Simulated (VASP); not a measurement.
**Zn: single point with LDA**

Crystal: Zn.

```
Zn
1.0
    -1.65828    1.47065    1.47065
     1.47065   -1.65828    1.47065
     1.47065    1.47065   -1.65828
Zn
1
Direct
  0.00000 0.00000 0.00000
```

- Program: VASP 6.6.1
- Task: single point
- Functional: LDA
- Potentials or basis: VASP PAW LDA potentials, release 64 (Zn)
- Cutoff: 520 eV
- k mesh: 22 × 22 × 22
- Occupations: gaussian, width 0.15 eV
- Spin: no spin polarisation

```
Pressure               : 20.7 GPa
Band gap on the k mesh : zero (band 6 reaches 8.23 eV, above the bottom of band 7 at 2.44 eV)
```

Stress tensor (GPa, compression positive):
```
20.69 15.60 15.60
15.60 20.69 15.60
15.60 15.60 20.69
```

Levels at points of the mesh, in eV from the Fermi level:
```tsv
k point	band 2	band 3	band 4	band 5	band 6	band 7	band 8	band 9	band 10	band 11
(0.00, 0.00, 0.00)	-9.13	-8.23	-8.23	-7.45	-7.45	17.71	17.71	19.54	21.56	21.56
(0.50, 0.00, 0.00)	-8.74	-7.81	-7.72	-7.04	-2.26	1.49	12.14	13.83	16.80	18.84
(0.50, 0.50, 0.00)	-9.05	-7.45	-7.42	-7.23	-4.09	-1.88	10.37	15.30	20.73	25.15
(0.50, 0.50, 0.50)	-9.30	-7.48	-7.48	-6.85	3.91	5.63	5.63	10.05	10.05	10.68
```

Run time: 110 s on 1 thread of Intel(R) Xeon(R) Platinum 8259CL CPU @ 2.50GHz (Skylake/Cascade Lake), on a shared host, peak memory 0.25 GiB.
